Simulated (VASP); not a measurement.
A run of VASP 6.6.1 is set up as follows.

The input INCAR:

```
ALGO     = Normal         # electronic algorithm
EDIFF    = 1E-7           # SCF threshold, eV
ENCUT    = 520            # plane-wave cutoff, eV
GGA      = PE             # functional
ISIF     = 2              # what is computed and relaxed
ISMEAR   = 0              # smearing method
LASPH    = True           # aspherical terms in the spheres
LCHARG   = True           # write CHGCAR
LELF     = True           # ELF
LREAL    = False          # projectors in reciprocal space
LVHAR    = True         
LWAVE    = False          # write WAVECAR
NBANDS   = 11             # bands
NELM     = 60             # most SCF steps
PREC     = Accurate       # precision mode
SIGMA    = 0.05           # smearing width, eV
```

Contents of KPOINTS:

```
k-points
0
Gamma
  12 12 12
```

Contents of POSCAR:

```
BAs
1.0
    0.0000000000      2.5382579788      2.1575192820
    2.5382579788      0.0000000000      2.1575192820
    2.5382579788      2.5382579788      0.0000000000
B As
1 1
Direct
    0.0000000000      0.0000000000      0.0000000000
    0.7500000000      0.7500000000      0.7500000000
```

Potentials or basis: VASP PAW PBE potentials, release 64 (B, As).

Run with:

```sh
$ cat potpaw_PBE.64/B/POTCAR potpaw_PBE.64/As/POTCAR > POTCAR
$ mpirun -np 1 vasp_std > vasp.out
```

Problem. What does it give for the band gap on the k mesh?

Solution. Zero (band 4 reaches 6.79 eV, above the bottom of band 5 at 5.80 eV).

Problem. Predict the pressure.

Solution. 0.1 GPa.

Stress tensor (GPa, compression positive):
```
-7.78  0.00  0.00
 0.00 -7.78  0.00
 0.00  0.00 15.94
```
